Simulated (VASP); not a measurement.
A run of VASP 6.6.1 is set up as follows.

The input POSCAR:

```
NaCl
1.0
    3.4595458649      0.0000000000      0.0000000000
    0.0000000000      3.4595458649      0.0000000000
    0.0000000000      0.0000000000      3.4595458649
Na Cl
1 1
Direct
    0.0000000000      0.0000000000      0.0000000000
    0.5000000000      0.5000000000      0.5000000000
```

INCAR.step1

```
PREC     = Accurate       # precision mode
ENCUT    = 520            # plane-wave cutoff, eV
ISMEAR   = 1              # smearing method
SIGMA    = 0.05           # smearing width, eV
LREAL    = False          # projectors in reciprocal space
LASPH    = True           # aspherical terms in the spheres
NELM     = 60             # most SCF steps
NBANDS   = 14             # bands
GGA      = PE             # functional
ALGO     = Normal         # electronic algorithm
EDIFF    = 1E-4           # SCF threshold, eV
LWAVE    = True           # write WAVECAR
LCHARG   = False          # write CHGCAR
```

The input INCAR.step2:

```
PREC     = Accurate       # precision mode
ENCUT    = 520            # plane-wave cutoff, eV
EDIFF    = 1E-6           # SCF threshold, eV
ISMEAR   = 1              # smearing method
SIGMA    = 0.05           # smearing width, eV
LREAL    = False          # projectors in reciprocal space
LASPH    = True           # aspherical terms in the spheres
NELM     = 60             # most SCF steps
ALGO     = Normal         # electronic algorithm
ISIF     = 2              # what is computed and relaxed
LWAVE    = False          # write WAVECAR
LCHARG   = False          # write CHGCAR
METAGGA  = R2SCAN         # meta-GGA
LMIXTAU  = True         
NBANDS   = 14             # bands
ISTART   = 1
```

Contents of KPOINTS:

```
Automatic mesh
0
Gamma
  6 6 6
```

Potentials or basis: VASP PAW PBE potentials, release 64 (Na_pv, Cl).

Launch:

```bash
$ cat potpaw_PBE.64/Na_pv/POTCAR potpaw_PBE.64/Cl/POTCAR > POTCAR
$ cp INCAR.step1 INCAR
$ mpirun -np 1 vasp_std > vasp.out
$ cp INCAR.step2 INCAR
$ mpirun -np 1 vasp_std > vasp.out
```

(1) Predict the band gap on the k mesh.

(2) What does it give for the pressure?

Answers

(1) 4.95 eV, indirect (least direct gap 5.49 eV).

(2) -0.3 GPa.

Caveat: the PAW data sets were made with another functional, which shifts forces and pressure a little.
